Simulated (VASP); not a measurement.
TiAl: single point with PBEsol

The system is TiAl.

```
CELL_PARAMETERS angstrom
2.86726 0.00000 0.00000
-1.43363 2.49554 0.00000
0.00000 0.00000 4.67808
ATOMIC_POSITIONS crystal
Ti 0.00000 0.00000 0.00000
Al 0.33333 0.66667 0.50000
```

This cell differs from its parent crystal: strain +0.0050 x Voigt [0, 1, 0, 0, 0, 0].

```yaml
Program: VASP 6.6.1
Task: single point
Functional: PBEsol
Potentials_or_basis: VASP PAW PBE potentials, release 64 (Ti_sv, Al)
Cutoff: 520 eV
k_mesh: 18 × 18 × 10
Occupations: gaussian, width 0.15 eV
Spin: no spin polarisation
Dipole_correction: no
Further_INCAR_settings: ALGO = Fast; EDIFF = 1e-07; NBANDS = 14
```

* Pressure: -3.3 GPa
* Largest force: 0.014 eV/Å
* Band gap on the k mesh: zero (an odd number of electrons rules out a gap without spin polarisation)

Forces in eV/Å, atoms in the order of the input:
```
Ti   0.000  0.014  0.000
Al   0.000 -0.014  0.000
```

Stress tensor (GPa, compression positive):
```
-2.77  0.00  0.00
 0.00 -3.19  0.00
 0.00  0.00 -4.02
```

Levels at points of the mesh, in eV from the Fermi level:
| k point | band 4 | band 5 | band 6 | band 7 | band 8 | band 9 | band 10 | band 11 | band 12 | band 13 |
| --- | --- | --- | --- | --- | --- | --- | --- | --- | --- | --- |
| (0.00, 0.00, 0.00) | -32.31 | -8.89 | -2.29 | -1.80 | 1.24 | 1.30 | 2.73 | 2.74 | 3.90 | 12.75 |
| (0.50, 0.00, 0.00) | -32.44 | -3.68 | -2.80 | -1.51 | -0.97 | 2.06 | 3.93 | 4.06 | 4.15 | 5.35 |
| (0.00, 0.50, 0.00) | -32.43 | -3.71 | -2.84 | -1.53 | -0.98 | 2.09 | 3.92 | 4.05 | 4.11 | 5.30 |
| (0.00, 0.00, 0.50) | -32.31 | -7.99 | -5.26 | -0.42 | 1.25 | 1.31 | 2.65 | 2.67 | 6.79 | 10.95 |
| (0.50, 0.00, 0.50) | -32.44 | -3.62 | -2.38 | -1.81 | 0.54 | 0.95 | 1.86 | 2.93 | 3.93 | 6.51 |
| (0.00, 0.50, 0.50) | -32.43 | -3.65 | -2.41 | -1.82 | 0.49 | 0.94 | 1.90 | 2.91 | 3.92 | 6.48 |

Run time: 4 min on 1 thread of Intel(R) Xeon(R) 6975P-C (Granite Rapids) (shared host), peak memory 0.37 GiB.

Caveat: the cell differs from its parent crystal (strain +0.0050 x Voigt [0, 1, 0, 0, 0, 0]); the cell stands under tension; the PAW data sets were made with another functional, which shifts forces and pressure a little.
